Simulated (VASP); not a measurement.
The system is Cd4S.

```
Cd S
1.0
     4.55130    0.00000    0.00000
     0.00000    4.55130    0.00000
     0.00000    0.00000    7.03310
Cd S
4 1
Direct
  0.00000 0.50000 0.50000
  0.50000 0.00000 0.50000
  0.00000 0.00000 0.27720
  0.00000 0.00000 0.72280
  0.50000 0.50000 0.50000
```

The cell was generated, and may not be a known phase.

- Program: VASP 6.6.1
- Task: relaxation of cell and atoms
- Functional: PBE
- Potentials or basis: VASP PAW PBE potentials, release 64 (Cd, S)
- Cutoff: 600 eV
- k mesh: 4 × 4 × 4
- Occupations: gaussian, width 0.1 eV
- Spin: no spin polarisation

At the start: pressure 20.5 GPa; volume 29.14 Å³/atom.

Q: How do energy, volume and symmetry change on relaxing?

A: Over 18 steps the energy falls by 767.0 meV/atom and the volume is 33.47 Å³/atom (+14.9 %); space group P4/mmm (No. 123, to 0.1 Å) before and after.

Step by step:
```csv
step,energy change (eV),largest force (eV/Å),pressure (GPa),volume (Å³)
1,0.0000,2.5886,20.52,145.69
2,-3.3280,0.1917,-2.39,237.38
3,-3.6200,0.0937,0.05,204.48
4,-3.6240,0.0373,-0.41,208.51
5,-3.6242,0.0560,-0.26,207.12
6,-3.6452,0.0953,-0.29,205.03
7,-3.7009,0.2245,-0.36,198.65
8,-3.7520,0.5563,-0.35,185.37
9,-3.7722,0.5695,-0.22,182.11
10,-3.8070,0.5072,0.20,172.42
11,-3.6361,1.5028,2.76,153.57
12,-3.8020,0.5475,0.31,170.89
13,-3.8187,0.0513,0.98,162.15
14,-3.8193,0.3733,0.56,166.21
15,-3.8225,0.2526,0.72,164.41
16,-3.8192,0.4275,0.30,164.97
17,-3.8307,0.0361,0.49,164.68
18,-3.8352,0.0339,0.07,167.33
```

Final structure:
```yaml
crystal:
  lattice:
    - [5.40508, 0.00000, 0.00000]
    - [0.00000, 5.40508, 0.00000]
    - [0.00000, 0.00000, 5.72755]
  atoms:
    - { symbol: Cd, position: [0.00000, 0.50000, 0.50000] }
    - { symbol: Cd, position: [0.50000, 0.00000, 0.50000] }
    - { symbol: Cd, position: [0.00000, 0.00000, 0.24120] }
    - { symbol: Cd, position: [0.00000, 0.00000, 0.75880] }
    - { symbol: S, position: [0.50000, 0.50000, 0.50000] }
```

Caveat: a cell axis changed by over 15 % at a fixed basis, so the end point is rough.
